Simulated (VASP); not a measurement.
The system is RbCl.

```
Rb Cl
1.0
     0.00000    3.30573    3.30573
     3.30573    0.00000    3.30573
     3.30573    3.30573    0.00000
Rb Cl
1 1
Direct
  0.00000 0.00000 0.00000
  0.50000 0.50000 0.50000
```

Base run:

- Program: VASP 6.6.1
- Functional: r2SCAN
- Potentials or basis: VASP PAW PBE potentials, release 64 (Rb_sv, Cl)
- Cutoff: 550 eV
- k mesh: 4 × 4 × 4
- Occupations: gaussian, width 0.01 eV
- Spin: no spin polarisation

Its results: band gap on the k mesh 5.56 eV; pressure 0.0 GPa.

Q: After a change of settings the same cell gave: band gap on the k mesh 7.00 eV; pressure 0.3 GPa. Which change was it?
A. functional from r2SCAN to PBE0; cutoff from 550 eV to 400 eV
B. functional from r2SCAN to PBE; cutoff from 550 eV to 500 eV; k mesh from 4 × 4 × 4 to 6 × 6 × 6
C. functional from r2SCAN to PBE; cutoff from 550 eV to 500 eV
D. functional from r2SCAN to HSE06; cutoff from 550 eV to 400 eV

A: A.

Caveats: the PAW data sets were made with another functional, which shifts forces and pressure a little.
